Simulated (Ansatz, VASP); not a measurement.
## Two plane-wave programs on GaN

INCAR

```
PREC = Accurate ; ENCUT = 520
EDIFF = 1E-6 ; ISMEAR = 0
SIGMA = 0.01 ; LREAL = F
LASPH = T ; NELM = 100
ALGO = Normal ; ISIF = 2
LWAVE = F ; LCHARG = F
GGA = PS ; NBANDS = 26
```

File KPOINTS:

```
Automatic mesh
0
Gamma
  12 12 4
```

The input POSCAR:

```
GaN
1.0
    3.2218469041      0.0000000000      0.0000000000
   -1.6109234521      2.7902014849      0.0000000000
    0.0000000000      0.0000000000      5.2339814801
Ga N
2 2
Direct
    0.3333333333      0.6666666667      0.0000000000
    0.6666666667      0.3333333333      0.5000000000
    0.3333333333      0.6666666667      0.3750000000
    0.6666666667      0.3333333333      0.8750000000
```

Input for Ansatz:

```yaml
crystal:
  lattice:
    - [3.2218469041481637, 0.0, 0.0]
    - [-1.6109234520740818, 2.790201484904019, 0.0]
    - [0.0, 0.0, 5.233981480135036]
  atoms:
    - { symbol: Ga, position: [0.3333333333333333, 0.6666666666666666, 0.0] }
    - { symbol: Ga, position: [0.6666666666666666, 0.3333333333333333, 0.5] }
    - { symbol: "N", position: [0.3333333333333333, 0.6666666666666666, 0.375] }
    - { symbol: "N", position: [0.6666666666666666, 0.3333333333333333, 0.875] }
basis:
  ecutwfc: 500.0
kpoints:
  mp_grid:
    grid: [12, 12, 4]
hamiltonian:
  xc: pbesol
  pseudopotentials:
    kind: paw
scf:
  occupations:
    method: fixed
output:
  stress: true
```

Alike in both runs: task single point; functional PBEsol; k mesh 12 × 12 × 4; no spin polarisation.

|  | VASP | Ansatz |
| --- | --- | --- |
| version | VASP 6.6.1 | Ansatz 0.2.0 |
| potentials or method | VASP PAW PBE potentials, release 64 (Ga_d, N), cutoff 520 eV | plane waves, PAW |
| occupations | gaussian, width 0.01 eV | fixed |
| valence electrons in the cell | 36 | 36 |

```csv
,VASP,Ansatz,Ansatz less VASP
pressure (GPa),-6.1,-5.9,+0.13
"traceless stress, the component that is largest in VASP (GPa)",1.18,1.17,-0.010
```

VASP's potentials were made for PBE, not for PBEsol.
